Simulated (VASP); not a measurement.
# InP in VASP: single point with LDA

Aim: the single point of InP with LDA.

Program: VASP 6.6.1. These are calculated values, not measurements. Logs are shortened: lines on timing, memory, paths and dates and some standing lists are left out, and cuts for length are marked.

## (1) The cell of the first run

The cell holds a slab with vacuum, 14 atoms: a = 5.827 Å, b = 4.120 Å, c = 28.360 Å, α = 90.00°, β = 90.00°, γ = 90.00°.

## (2) Single point, LDA

The input, INCAR:

```
SYSTEM = InP
  PREC = Accurate
  ENCUT = 520
  EDIFF = 1E-6
  ISMEAR = 0
  SIGMA = 0.05
  LREAL = .FALSE.
  LASPH = .TRUE.
  NELM = 100
  ALGO = Normal
  ISIF = 2
  LWAVE = .FALSE.
  LCHARG = .FALSE.
  LDIPOL = .TRUE.
  IDIPOL = 3
  DIPOL = 0.5 0.5 0.500
  NBANDS = 76
```

The input, KPOINTS:

```
regular mesh
0
G
  4 6 1
  0 0 0
```

The input, POSCAR:

```
InP
1.0
    5.8267662760      0.0000000000      0.0000000000
    0.0000000000      4.1201459460      0.0000000000
    0.0000000000      0.0000000000     28.3604378380
In P
7 7
Direct
    0.5567434064      0.5000000000      0.2978343463
   -0.0166529685      0.0000000000      0.3517067565
    0.4871281923      0.5000000000      0.4282234183
   -0.0163062921      0.0000000000      0.5000003554
    0.4871278379      0.5000000000      0.5717772601
   -0.0166496894      0.0000000000      0.6482930165
    0.5567498759      0.5000000000      0.7021659811
    0.7664195968      0.0000000000      0.2740739643
    0.2334203503      0.5000000000      0.3553762815
    0.7390296838      0.0000000000      0.4264796543
    0.2341103970      0.5000000000      0.4999997950
    0.7390294943      0.0000000000      0.5735197753
    0.2334237366      0.5000000000      0.6446233145
    0.7664263784      0.0000000000      0.7259260808
```

Potentials or basis: VASP PAW LDA potentials, release 64 (In_d, P).

On the command line:

```sh
> cat potpaw_LDA.64/In_d/POTCAR potpaw_LDA.64/P/POTCAR > POTCAR
> mpirun -np 1 vasp_std > vasp.out
```

OUTCAR:

```text
SYSTEM = InP
   PREC = Accurate
   ENCUT = 520
   EDIFF = 1E-6
   ISMEAR = 0
   LREAL = .FALSE.
   LASPH = .TRUE.
   NELM = 100
   ISIF = 2

 ion  position               nearest neighbor table
   1  0.557  0.500  0.298-   8 2.49   8 2.49   9 2.49   2 3.57   2 3.57   3 3.72
   2  0.983  0.000  0.352-   9 2.53   9 2.53   8 2.54  10 2.55   1 3.57   1 3.57
   3  0.487  0.500  0.428-  11 2.51  10 2.53  10 2.53   9 2.54   1 3.72
   4  0.984  0.000  0.500-  11 2.52  11 2.52  12 2.53  10 2.53
   5  0.487  0.500  0.572-  11 2.51  12 2.53  12 2.53  13 2.54   7 3.72
   6  0.983  0.000  0.648-  13 2.53  13 2.53  14 2.54  12 2.55   7 3.57   7 3.57
   7  0.557  0.500  0.702-  14 2.49  14 2.49  13 2.49   6 3.57   6 3.57   5 3.72
   8  0.766  0.000  0.274-   1 2.49   1 2.49   2 2.54
   9  0.233  0.500  0.355-   1 2.49   2 2.53   2 2.53   3 2.54
  10  0.739  0.000  0.426-   4 2.53   3 2.53   3 2.53   2 2.55
  11  0.234  0.500  0.500-   3 2.51   5 2.51   4 2.52   4 2.52
  12  0.739  0.000  0.574-   4 2.53   5 2.53   5 2.53   6 2.55
  13  0.233  0.500  0.645-   7 2.49   6 2.53   6 2.53   5 2.54
  14  0.766  0.000  0.726-   7 2.49   7 2.49   6 2.54

  LATTYP: Found a simple orthorhombic cell.
 ALAT       =     4.1201459460
 B/A-ratio  =     1.4142135624
 C/A-ratio  =     6.8833575824

  Lattice vectors:

 A1 = (   0.0000000000,  -4.1201459460,   0.0000000000)
 A2 = (   5.8267662760,   0.0000000000,   0.0000000000)
 A3 = (   0.0000000000,   0.0000000000,  28.3604378380)

Analysis of symmetry for initial positions (statically):
=====================================================================
 Subroutine PRICEL returns:
 Original cell was already a primitive cell.

 Routine SETGRP: Setting up the symmetry group for a
 simple orthorhombic supercell.

 Subroutine GETGRP returns: Found  2 space group operations
 (whereof  2 operations were pure point group operations)
 out of a pool of  8 trial point group operations.

The static configuration has the point symmetry C_1h.

Analysis of symmetry for dynamics (positions and initial velocities):
=====================================================================
 Subroutine PRICEL returns:
 Original cell was already a primitive cell.

 Routine SETGRP: Setting up the symmetry group for a
 simple orthorhombic supercell.

 Subroutine GETGRP returns: Found  2 space group operations
 (whereof  2 operations were pure point group operations)
 out of a pool of  8 trial point group operations.

The dynamic configuration has the point symmetry C_1h.

[... 131 lines left out ...]
  Fermi-wavevector in a.u.,A,eV,Ry     =   0.932926  1.762975 11.841849  0.870351
  Thomas-Fermi vector in A             =   2.059575
   LORBIT       =      0    0 simple, 1 ext, 2 COOP (PROOUT), +10 PAW based schemes
   GGA     = CA    functional components
   LHFCALC =     F    Hartree Fock is set to
   AEXX    =    0.0000 exact exchange contribution
   IVDW    =     0    specifies the selected vdW correction
   LEPSILON=     F    determine dielectric tensor
   LRPA    =     F    only Hartree local field effects (RPA)
 non-spin polarized calculation
 Gauss-broadening in eV      SIGMA  =   0.05
  energy-cutoff  :      520.00
  volume of cell :      680.85
 maximum number of plane-waves:     18376
 NGX is ok and might be reduce to    48
   NGX = 21   NGY = 15   NGZ =105

 number of electron     125.9999992 magnetization

 dipolmoment           0.000000      0.000000     -0.000017 electrons x Angstroem

 Free energy of the ion-electron system (eV)
  ---------------------------------------------------
  ext. energy  EPLUGINS =         0.00000000
  ---------------------------------------------------
  free energy    TOTEN  =       -65.34239943 eV

  energy without entropy =      -65.34239943  energy(sigma->0) =      -65.34239943

 E-fermi :   0.2965     XC(G=0):  -5.4213

 val. band max:        0.0183808161   @ k =   0.0000   0.0000   0.0000
 cond. band min:       0.9691806677   @ k =   0.0000   0.5000   0.0000
 fundamental gap:      0.9507998515
 Fermi energy:         0.2964609198

 k-point     1 :       0.0000    0.0000    0.0000
  band No.  band energies     occupation
      1     -14.3807      2.00000
      2     -14.3796      2.00000
      3     -14.3763      2.00000
      4     -14.3519      2.00000
      5     -14.3249      2.00000
      6     -14.2645      2.00000
[... 925 lines left out ...]
     74       4.1869      0.00000
     75       4.4075      0.00000
 [bands above 75 left out]

------------------------ aborting loop because EDIFF is reached ----------------------------------------

 vacuum level on the upper side and lower side of the slab       (xc-potential included)        -0.140        -0.140

  FORCE on cell =-STRESS in cart. coord.  units (eV):
  Direction    XX          YY          ZZ          XY          YZ          ZX
  --------------------------------------------------------------------------------------
  -------------------------------------------------------------------------------------
  Total       -0.8716546     -1.8254614      0.0158385      0.0000000      0.0000000     -0.0010181
  in kB       -2.0511712     -4.2956620      0.0372710      0.0000000      0.0000000     -0.0023957
  external PRESSURE =      -2.1031874 kB  Pullay stress =       0.0000000 kB

 VOLUME and BASIS-vectors are now :
 -----------------------------------------------------------------------------
  energy-cutoff  :      520.00
  volume of cell :      680.85
      direct lattice vectors                 reciprocal lattice vectors
     5.826766276  0.000000000  0.000000000     0.171621780  0.000000000  0.000000000
     0.000000000  4.120145946  0.000000000     0.000000000  0.242709849  0.000000000
     0.000000000  0.000000000 28.360437838     0.000000000  0.000000000  0.035260387

 POSITION                                       TOTAL-FORCE (eV/Angst)
 -----------------------------------------------------------------------------------
      3.24401      2.06007      8.44671         0.005572      0.000000     -0.004447
      5.72973      0.00000      9.97456        -0.000851      0.000000     -0.008318
      2.83838      2.06007     12.14460        -0.002871      0.000000     -0.004057
      5.73175      0.00000     14.18023        -0.001712      0.000000     -0.000181
      2.83838      2.06007     16.21585        -0.002849      0.000000      0.003715
      5.72975      0.00000     18.38587        -0.000900      0.000000      0.008185
      3.24405      2.06007     19.91373         0.005420      0.000000      0.004336
      4.46575      0.00000      7.77286        -0.004888      0.000000     -0.000325
      1.36009      2.06007     10.07863         0.001834      0.000000      0.003434
      4.30615      0.00000     12.09515         0.000981      0.000000      0.001848
      1.36411      2.06007     14.18021         0.002337      0.000000      0.000151
      4.30615      0.00000     16.26527         0.000978      0.000000     -0.001551
      1.36011      2.06007     18.28180         0.001856      0.000000     -0.003144
      4.46579      0.00000     20.58758        -0.004906      0.000000      0.000353
 -----------------------------------------------------------------------------------
    total drift:                                0.000849      0.000000      0.000014

  FREE ENERGIE OF THE ION-ELECTRON SYSTEM (eV)
  ---------------------------------------------------
  free  energy   TOTEN  =       -65.3423994295 eV

  energy  without entropy=      -65.3423994295  energy(sigma->0) =      -65.34239943

 vacuum level on the upper side and lower side of the slab         5.209         5.210
```

Run time: 40 min. Hardware: 1 thread of Oxide Virtual Turin-like, shared host; peak memory 0.71 GiB.

Results:

```
Free energy            : -65.3424 eV
Largest force          : 0.008 eV/Å
Band gap on the k mesh : 0.95 eV (least direct gap 0.99 eV)
```

Forces on the atoms (eV/Å):
```
In   0.006  0.000 -0.004
In  -0.001  0.000 -0.008
In  -0.003  0.000 -0.004
In  -0.002  0.000  0.000
In  -0.003  0.000  0.004
In  -0.001  0.000  0.008
In   0.005  0.000  0.004
P   -0.005  0.000  0.000
P    0.002  0.000  0.003
P    0.001  0.000  0.002
P    0.002  0.000  0.000
P    0.001  0.000 -0.002
P    0.002  0.000 -0.003
P   -0.005  0.000  0.000
```

Levels at points of the mesh, in eV from the valence-band top:
```tsv
k point	band 59	band 60	band 61	band 62	band 63	band 64	band 65	band 66	band 67	band 68
(0.00, 0.00, 0.00)	-0.45	-0.30	-0.25	-0.14	0.00	0.99	1.69	1.71	2.02	2.13
(0.50, 0.00, 0.00)	-1.07	-0.93	-0.87	-0.78	-0.67	1.40	1.59	1.87	2.01	2.28
(0.00, 0.50, 0.00)	-1.64	-1.54	-1.36	-1.02	-0.79	0.95	1.27	2.10	2.12	2.35
(0.50, 0.50, 0.00)	-1.34	-1.33	-1.12	-0.76	-0.66	1.24	1.86	2.00	2.89	3.03
```

Caveat: spin-orbit coupling is left out, which moves the levels of the heavy elements.
